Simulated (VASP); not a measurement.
# W (Im-3m) in VASP: a series of runs, part 2 of 2

VASP 6.6.1. The steps go on from the part before.

### 3 Single point, PBE

File INCAR:

```
ALGO     = Normal         # electronic algorithm
EDIFF    = 1E-7           # SCF threshold, eV
ENCUT    = 520            # plane-wave cutoff, eV
GGA      = PE             # functional
ISIF     = 2              # what is computed and relaxed
ISMEAR   = 0              # smearing method
LASPH    = True           # aspherical terms in the spheres
LCHARG   = False          # write CHGCAR
LREAL    = False          # projectors in reciprocal space
LWAVE    = False          # write WAVECAR
NBANDS   = 13             # bands
NELM     = 60             # most SCF steps
PREC     = Accurate       # precision mode
SIGMA    = 0.15           # smearing width, eV
```

File KPOINTS:

```
k-points
0
Gamma
  20 20 20
```

File POSCAR:

```
W
1.0
   -1.5918495849      1.5918495849      1.5918495849
    1.5918495849     -1.5918495849      1.5918495849
    1.5918495849      1.5918495849     -1.5918495849
W
1
Direct
    0.0000000000      0.0000000000      0.0000000000
```

Potentials or basis: VASP PAW PBE potentials, release 64 (W_sv).

The run is started by

```console
> cat potpaw_PBE.64/W_sv/POTCAR > POTCAR
> mpirun -np 1 vasp_std > vasp.out
```

OUTCAR:

```text
EDIFF = 1E-7
   ENCUT = 520
   GGA = PE
   ISIF = 2
   ISMEAR = 0
   LASPH = True
   LREAL = False
   NELM = 60
   PREC = Accurate

 ion  position               nearest neighbor table
   1  0.000  0.000  0.000-

  LATTYP: Found a body centered cubic cell.
 ALAT       =     3.1836991698

  Lattice vectors:

 A1 = (  -1.5918495849,   1.5918495849,   1.5918495849)
 A2 = (   1.5918495849,  -1.5918495849,   1.5918495849)
 A3 = (   1.5918495849,   1.5918495849,  -1.5918495849)

Analysis of symmetry for initial positions (statically):
=====================================================================
 Subroutine PRICEL returns:
 Original cell was already a primitive cell.

 Routine SETGRP: Setting up the symmetry group for a
 body centered cubic supercell.

 Subroutine GETGRP returns: Found 48 space group operations
 (whereof 48 operations were pure point group operations)
 out of a pool of 48 trial point group operations.

The static configuration has the point symmetry O_h .

Analysis of symmetry for dynamics (positions and initial velocities):
=====================================================================
 Subroutine PRICEL returns:
 Original cell was already a primitive cell.

 Routine SETGRP: Setting up the symmetry group for a
 body centered cubic supercell.

 Subroutine GETGRP returns: Found 48 space group operations
 (whereof 48 operations were pure point group operations)
 out of a pool of 48 trial point group operations.

The dynamic configuration has the point symmetry O_h .

 Subroutine INISYM returns: Found 48 space group operations
 (whereof 48 operations are pure point group operations),
 and found     1 'primitive' translations

----------------------------------------------------------------------------------------

                                     Primitive cell

  volume of cell :      16.1349
[... 108 lines left out ...]
  volume/ion in A,a.u.               =      16.13       108.88
  Fermi-wavevector in a.u.,A,eV,Ry     =   1.561453  2.950718 33.172832  2.438134
  Thomas-Fermi vector in A             =   2.664516
   LORBIT       =      0    0 simple, 1 ext, 2 COOP (PROOUT), +10 PAW based schemes
   GGA     = PE    functional components
   LHFCALC =     F    Hartree Fock is set to
   AEXX    =    0.0000 exact exchange contribution
   IVDW    =     0    specifies the selected vdW correction
   LEPSILON=     F    determine dielectric tensor
   LRPA    =     F    only Hartree local field effects (RPA)
 non-spin polarized calculation
 Gauss-broadening in eV      SIGMA  =   0.15
  energy-cutoff  :      520.00
  volume of cell :       16.13
 maximum number of plane-waves:       466
 NGX is ok and might be reduce to    24
   NGX = 11   NGY = 11   NGZ = 11

 number of electron      14.0000002 magnetization

 Free energy of the ion-electron system (eV)
  ---------------------------------------------------
  ext. energy  EPLUGINS =         0.00000000
  ---------------------------------------------------
  free energy    TOTEN  =       -12.96042102 eV

  energy without entropy =      -12.95678200  energy(sigma->0) =      -12.95860151

 E-fermi :  11.2314     XC(G=0): -13.5413

 val. band max:       11.2312620661   @ k =  -0.2000   0.3000   0.1000
 cond. band min:      11.2505508415   @ k =   0.5000   0.5000   0.2000
 fundamental gap:      0.0192887754
 Fermi energy:        11.2314041769

 k-point     1 :       0.0000    0.0000    0.0000
  band No.  band energies     occupation
      1     -63.0223      2.00000
      2     -26.6093      2.00000
      3     -26.6093      2.00000
      4     -26.6093      2.00000
      5       1.6501      2.00000
      6       9.9871      2.00000
      7       9.9871      2.00000
      8       9.9871      2.00000
      9      13.4069      0.00000
     10      13.4069      0.00000
     11      25.6658      0.00000
     12      25.6658      0.00000
     13      25.6658      0.00000
[... 354 lines left out ...]
  band No.  band energies     occupation
      1     -62.9365      2.00000
      2     -27.4370      2.00000
      3     -26.8845      2.00000
      4     -26.6561      2.00000
      5       4.9301      2.00000
      6       8.3934      2.00000
      7       9.0890      2.00000
      8      12.6783      0.00000
      9      13.9957      0.00000
     10      14.2887      0.00000
     11      25.0342      0.00000
     12      26.4529      0.00000
     13      30.7037      0.00000

 [... further k-points ...]
[... 5 lines left out ...]
  --------------------------------------------------------------------------------------
  -------------------------------------------------------------------------------------
  Total        0.0453841      0.0453841      0.0453841     -0.0000000      0.0000000     -0.0000000
  in kB        4.5065894      4.5065894      4.5065894     -0.0000000      0.0000000     -0.0000000
  external PRESSURE =       4.5065894 kB  Pullay stress =       0.0000000 kB

 VOLUME and BASIS-vectors are now :
 -----------------------------------------------------------------------------
  energy-cutoff  :      520.00
  volume of cell :       16.13
      direct lattice vectors                 reciprocal lattice vectors
    -1.591849585  1.591849585  1.591849585     0.000000000  0.314100029  0.314100029
     1.591849585 -1.591849585  1.591849585     0.314100029  0.000000000  0.314100029
     1.591849585  1.591849585 -1.591849585     0.314100029  0.314100029  0.000000000

 POSITION                                       TOTAL-FORCE (eV/Angst)
 -----------------------------------------------------------------------------------
      0.00000      0.00000      0.00000         0.000000     -0.000000      0.000000
 -----------------------------------------------------------------------------------
    total drift:                                0.000000      0.000000     -0.000000

  FREE ENERGIE OF THE ION-ELECTRON SYSTEM (eV)
  ---------------------------------------------------
  free  energy   TOTEN  =       -12.9604210244 eV

  energy  without entropy=      -12.9567819989  energy(sigma->0) =      -12.95860151
```

OSZICAR:

```text
N       E                     dE             d eps       ncg     rms          rms(c)
DAV:   1     0.839821795792E+02    0.83982E+02   -0.75163E+03  6685   0.123E+03
DAV:   2    -0.119849046273E+02   -0.95967E+02   -0.92334E+02  7421   0.315E+02
DAV:   3    -0.135869866342E+02   -0.16021E+01   -0.15968E+01  7351   0.395E+01
DAV:   4    -0.135936244480E+02   -0.66378E-02   -0.66377E-02  7306   0.281E+00
DAV:   5    -0.135936812517E+02   -0.56804E-04   -0.56804E-04  7406   0.244E-01    0.203E+01
DAV:   6    -0.130933700292E+02    0.50031E+00   -0.42342E-01  6931   0.869E+00    0.799E+00
DAV:   7    -0.129645133909E+02    0.12886E+00   -0.21885E-01  7351   0.593E+00    0.676E-01
DAV:   8    -0.129604403009E+02    0.40731E-02   -0.42381E-03  6776   0.842E-01    0.751E-02
DAV:   9    -0.129604270841E+02    0.13217E-04   -0.91370E-05  7651   0.118E-01    0.482E-02
DAV:  10    -0.129604206303E+02    0.64539E-05   -0.15345E-05  7141   0.542E-02    0.587E-03
DAV:  11    -0.129604212233E+02   -0.59299E-06   -0.27999E-07  6774   0.629E-03    0.516E-04
DAV:  12    -0.129604210322E+02    0.19108E-06   -0.52385E-09  3728   0.947E-04    0.101E-04
DAV:  13    -0.129604210244E+02    0.77944E-08   -0.53590E-10  3438   0.304E-04
   1 F= -.12960421E+02 E0= -.12958602E+02  d E =-.363903E-02
```

Run time: 15 s. Hardware: 1 thread of Intel Xeon 6975P-C (Granite Rapids), shared host; peak memory 0.18 GiB.

What came out:

* Free energy: -12.9604 eV
* Pressure: 0.5 GPa
* Band gap on the k mesh: zero (band 7 reaches 16.22 eV, above the bottom of band 8 at 9.99 eV)

Caveat: spin-orbit coupling is left out, which moves the levels of the heavy elements.

### 4 Single point, PBE

File INCAR:

```
PREC     = Accurate       # precision mode
ENCUT    = 520            # plane-wave cutoff, eV
EDIFF    = 1E-6           # SCF threshold, eV
ISMEAR   = 0              # smearing method
SIGMA    = 0.15           # smearing width, eV
LREAL    = F              # projectors in reciprocal space
LASPH    = T              # aspherical terms in the spheres
NELM     = 80             # most SCF steps
ALGO     = Normal         # electronic algorithm
ISIF     = 2              # what is computed and relaxed
LWAVE    = F              # write WAVECAR
LCHARG   = F              # write CHGCAR
GGA      = PE             # functional
NBANDS   = 13             # bands
```

File KPOINTS:

```
Automatic mesh
0
Gamma
  22 22 22
```

POSCAR is that of step 3.

The run is started by

```console
> cat potpaw_PBE.64/W_sv/POTCAR > POTCAR
> mpirun -np 1 vasp_std > vasp.out
```

Run time: 17 s. Hardware: 1 thread of Intel Xeon 6975P-C (Granite Rapids), shared host; peak memory 0.19 GiB.

Results (log left out):

```
Free energy            : -12.9554 eV
Pressure               : 0.6 GPa
Band gap on the k mesh : zero (band 7 reaches 16.23 eV, above the bottom of band 8 at 9.99 eV)
```

Levels at points of the mesh, in eV from the Fermi level:
| k point | band 5 | band 6 | band 7 | band 8 | band 9 | band 10 |
| --- | --- | --- | --- | --- | --- | --- |
| (0.00, 0.00, 0.00) | -9.53 | -1.20 | -1.20 | -1.20 | 2.22 | 2.22 |
| (0.50, 0.00, 0.00) | -6.16 | -3.48 | 0.62 | 2.11 | 3.06 | 6.00 |
| (0.50, 0.50, 0.50) | -5.69 | -5.69 | 5.04 | 5.04 | 5.04 | 8.11 |

Caveat: spin-orbit coupling is left out, which moves the levels of the heavy elements.

### 5 Single point, PBEsol, collinear spin, zero start

File INCAR:

```
PREC = Accurate
ENCUT = 520
EDIFF = 1E-6
ISMEAR = 0
SIGMA = 0.1
LREAL = False
LASPH = True
NELM = 150
ALGO = Normal
ISIF = 2
LWAVE = False
LCHARG = False
ISPIN = 2
MAGMOM = 0
LORBIT = 11
LMAXMIX = 4
GGA = PS
NBANDS = 17
```

File KPOINTS:

```
Automatic mesh
0
Gamma
  18 18 18
```

POSCAR is that of step 4.

The run is started by

```console
> cat potpaw_PBE.64/W_sv/POTCAR > POTCAR
> mpirun -np 1 vasp_std > vasp.out
```

Wall time 26 s (1 thread of Intel Xeon 6975P-C (Granite Rapids), shared host); peak memory 0.21 GiB.

The run converged. Its results:

| Quantity | Value |
| --- | --- |
| Free energy | -13.7913 eV |
| Pressure | -8.0 GPa |
| Band gap on the k mesh | zero (filled and empty bands overlap) |
| Net moment | 0.00 μB per cell |
| Valence electrons inside the program's atomic spheres | W 12.06 |

Levels at points of the mesh, in eV from the Fermi level:
Spin up:
| k point | band 3 | band 4 | band 5 | band 6 | band 7 | band 8 | band 9 | band 10 | band 11 | band 12 |
| --- | --- | --- | --- | --- | --- | --- | --- | --- | --- | --- |
| (0.00, 0.00, 0.00) | -37.74 | -37.74 | -9.55 | -1.20 | -1.20 | -1.20 | 2.20 | 2.20 | 14.51 | 14.51 |
| (0.50, 0.00, 0.00) | -38.14 | -37.75 | -6.17 | -3.48 | 0.64 | 2.09 | 3.04 | 6.02 | 10.79 | 11.46 |
| (0.50, 0.50, 0.50) | -38.60 | -38.60 | -5.71 | -5.71 | 5.06 | 5.06 | 5.06 | 8.12 | 8.12 | 8.12 |
Spin down:
```tsv
k point	band 5	band 6	band 7	band 8	band 9	band 10
(0.00, 0.00, 0.00)	-9.55	-1.20	-1.20	-1.20	2.20	2.20
(0.50, 0.00, 0.00)	-6.17	-3.48	0.64	2.09	3.04	6.02
(0.50, 0.50, 0.50)	-5.71	-5.71	5.06	5.06	5.06	8.12
```

Caveat: the PAW data sets were made with another functional, which shifts forces and pressure a little; spin-orbit coupling is left out, which moves the levels of the heavy elements.

### 6 The runs side by side

| level | spin | k mesh | smearing | gap on the mesh (eV) | pressure (GPa) |
| --- | --- | --- | --- | --- | --- |
| PBE | off | 18 × 18 × 18 | gaussian 0.1 eV | none | 0.4 |
| PBE | off | 20 × 20 × 20 | gaussian 0.15 eV | none | 0.5 |
| PBE | off | 22 × 22 × 22 | gaussian 0.15 eV | none | 0.6 |
| PBEsol | collinear, zero start | 18 × 18 × 18 | gaussian 0.1 eV | none | -8.0 |

Alike in all rows: task single point; potentials or basis VASP PAW PBE potentials, release 64 (W_sv); cell as given; cutoff (eV) 520.

Every run on the cell as given and a fine mesh finds a metal. The pressure there spans -8.0 GPa (PBEsol) to 0.6 GPa (PBE); a positive pressure means that this level wants a larger cell, a negative one a smaller.

Caveats: spin-orbit coupling is left out, which moves the levels of the heavy elements; the PAW data sets were made with another functional, which shifts forces and pressure a little (some runs).

Absolute energies hang on the potentials; compare differences alone.
